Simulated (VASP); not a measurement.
Write the native input for VASP 6.6.1 that does the following.

* Task: single point
* Functional: PBE
* Potentials or basis: VASP PAW PBE potentials, release 64 (Sn_d, Se)
* Cutoff: 500 eV
* k mesh: 11 × 11 × 11
* Occupations: fermi-dirac, width 0.05 eV
* Spin: no spin polarisation
* Dipole correction: no
* Further INCAR settings: ALGO = Normal; EDIFF = 1e-06; NBANDS = 17

The structure of SnSe (zincblende type) lies in POSCAR:

```
SnSe
1.0
    0.0000000000      3.2475956032      3.2475956032
    3.2475956032      0.0000000000      3.2475956032
    3.2475956032      3.2475956032      0.0000000000
Sn Se
1 1
Direct
    0.0000000000      0.0000000000      0.0000000000
    0.2500000000      0.2500000000      0.2500000000
```

This cell differs from its parent crystal: volume scaled by 0.88.

One way to write it, as run:

INCAR

```
SYSTEM = SnSe
  ALGO = Normal
  EDIFF = 1E-6
  ENCUT = 500
  GGA = PE
  GGA_COMPAT = .False.
  ISIF = 2
  ISMEAR = -1
  LASPH = .True.
  LCHARG = .False.
  LREAL = .False.
  LWAVE = .False.
  NBANDS = 17
  NELM = 120
  PREC = Accurate
  SIGMA = 0.05
```

KPOINTS

```
k-points
0
Gamma
  11 11 11
  0 0 0
```

Potentials or basis: VASP PAW PBE potentials, release 64 (Sn_d, Se).

Launch:

```bash
$ cat potpaw_PBE.64/Sn_d/POTCAR potpaw_PBE.64/Se/POTCAR > POTCAR
$ mpirun -np 1 vasp_std > vasp.out
```

It gave:

```json
{"Pressure": "4.8 GPa", "Band gap on the k mesh": "zero (band 10 reaches 4.02 eV, above the bottom of band 11 at 3.74 eV)"}
```

Caveat: spin-orbit coupling is left out, which moves the levels of the heavy elements.

It took 56 s on 1 thread of AMD EPYC 9R45 (Zen 5), on a shared host, peak memory 0.19 GiB.
